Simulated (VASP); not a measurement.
Ti, 2 atoms in the cell. Symmetry: R-3m, No. 166, trigonal system. The conventional cell has a = 3.366 Å, b = 3.366 Å, c = 12.091 Å, α = 90.00°, β = 90.00°, γ = 120.00°. Ti (site symmetry 3m) has 1 Ti at 1.40 Å within 1.9 Å. 

| Quantity | Value |
| --- | --- |
| Program | VASP 6.6.1 |
| Task | single point |
| Functional | PBE |
| Potentials or basis | VASP PAW PBE potentials, release 64 (Ti_sv) |
| Cutoff | 520 eV |
| k mesh | 6 × 6 × 6 |
| Occupations | gaussian, width 0.1 eV |
| Spin | no spin polarisation |
| Dipole correction | no |
| Further INCAR settings | ALGO = Normal; EDIFF = 1e-06; NBANDS = 19 |

Potentials or basis: VASP PAW PBE potentials, release 64 (Ti_sv).

Command:

```sh
$ cat potpaw_PBE.64/Ti_sv/POTCAR > POTCAR
$ mpirun -np 1 vasp_std > vasp.out
```

Hardware: 1 thread of Intel(R) Xeon(R) Platinum 8259CL CPU @ 2.50GHz (Skylake/Cascade Lake), on a shared host.

Question: Estimate the wall time of this run.

Answer: Wall time 36 s on 1 thread of Intel(R) Xeon(R) Platinum 8259CL CPU @ 2.50GHz (Skylake/Cascade Lake), with other jobs on the host, peak memory 0.2 GiB. Counts: scf iterations 13, k points 32.
